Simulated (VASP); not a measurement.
Crystal: SiO2.

```
CELL_PARAMETERS angstrom
4.05540 0.00000 0.00000
0.00000 4.05540 0.00000
0.00000 0.00000 2.85290
ATOMIC_POSITIONS crystal
Si 0.50000 0.50000 0.50000
Si 0.00000 0.00000 0.00000
O 0.69443 0.69443 0.00000
O 0.19443 0.80557 0.50000
O 0.30557 0.30557 0.00000
O 0.80557 0.19443 0.50000
```

Base run:

```yaml
Program: VASP 6.6.1
Functional: LDA
Potentials_or_basis: VASP PAW LDA potentials, release 64 (Si, O_h)
Cutoff: 910 eV
k_mesh: 6 × 6 × 8
Occupations: gaussian, width 0.05 eV
Spin: no spin polarisation
```

Its results: band gap on the k mesh 5.07 eV, direct; pressure -8.5 GPa; largest force 0.402 eV/Å.

Question: The run is repeated on the same cell with these changes: potentials or basis from VASP PAW LDA potentials, release 64 (Si, O_h) to VASP PAW LDA potentials, release 64 (Si, O); cutoff from 910 eV to 520 eV. What comes out?

Answer: Band gap on the k mesh 5.06 eV, direct; pressure -7.9 GPa; largest force 0.400 eV/Å.

Caveats: the cutoff is under 1.25 times the usual one of these potentials, so pressure, stress and relaxed cells hold a basis-set (Pulay) error (some runs).

A k mesh can miss the band edges.
